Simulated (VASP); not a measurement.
Input of a VASP 6.6.1 run:

File INCAR:

```
SYSTEM = B
ALGO     = Normal         ! electronic algorithm
EDIFF    = 1E-6           ! SCF threshold, eV
ENCUT    = 520            ! plane-wave cutoff, eV
ISIF     = 2              ! what is computed and relaxed
ISMEAR   = -1             ! smearing method
LASPH    = .TRUE.         ! aspherical terms in the spheres
LCHARG   = .FALSE.        ! write CHGCAR
LREAL    = .FALSE.        ! projectors in reciprocal space
LWAVE    = .FALSE.        ! write WAVECAR
NBANDS   = 12             ! bands
NELM     = 80             ! most SCF steps
PREC     = Accurate       ! precision mode
SIGMA    = 0.1            ! smearing width, eV
```

KPOINTS

```
k-points
0
G
  14 14 13
  0 0 0
```

The input POSCAR:

```
B
1.0
    2.7127153477      0.0000000000      0.0000000000
   -1.3563576738      2.3492804043      0.0000000000
    0.0000000000      0.0000000000      2.6716771490
B
3
Direct
    0.0000000000      0.0000000000      0.0000000000
    0.3333333333      0.6666666667      0.5000000000
    0.6666666667      0.3333333333      0.5000000000
```

Potentials or basis: VASP PAW LDA potentials, release 64 (B).

The run is started by

```console
$ cat potpaw_LDA.64/B/POTCAR > POTCAR
$ mpirun -np 1 vasp_std > vasp.out
```

Q: What does it give for the pressure?

A: 40.0 GPa.

Stress tensor (GPa, compression positive):
```
46.97  0.00  0.00
 0.00 46.97  0.00
 0.00  0.00 26.00
```
